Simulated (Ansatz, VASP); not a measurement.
Mg: VASP beside Ansatz

```
Mg
1.0
     2.97974    0.00000    0.00000
     0.00000    2.97974    0.00000
     0.00000    0.00000    2.97974
Mg
1
Direct
  0.00000 0.00000 0.00000
```

Alike in both runs: task single point; functional PBE; k mesh 17 × 17 × 17; occupations fermi-dirac, width 0.1 eV; no spin polarisation.

|  | VASP | Ansatz |
| --- | --- | --- |
| version | VASP 6.6.1 | Ansatz 0.2.0 |
| potentials or method | VASP PAW PBE potentials, release 64 (Mg), cutoff 520 eV | plane waves (420 eV) with PAW, scalar-relativistic |
| valence electrons in the cell | 2 | 10 |

```csv
,VASP,Ansatz,Ansatz less VASP
pressure (GPa),1.0,1.0,+0.06
```

VASP's potentials hold 2 valence electrons a cell and Ansatz's 10, so a difference there can come from the potentials and not from the codes.
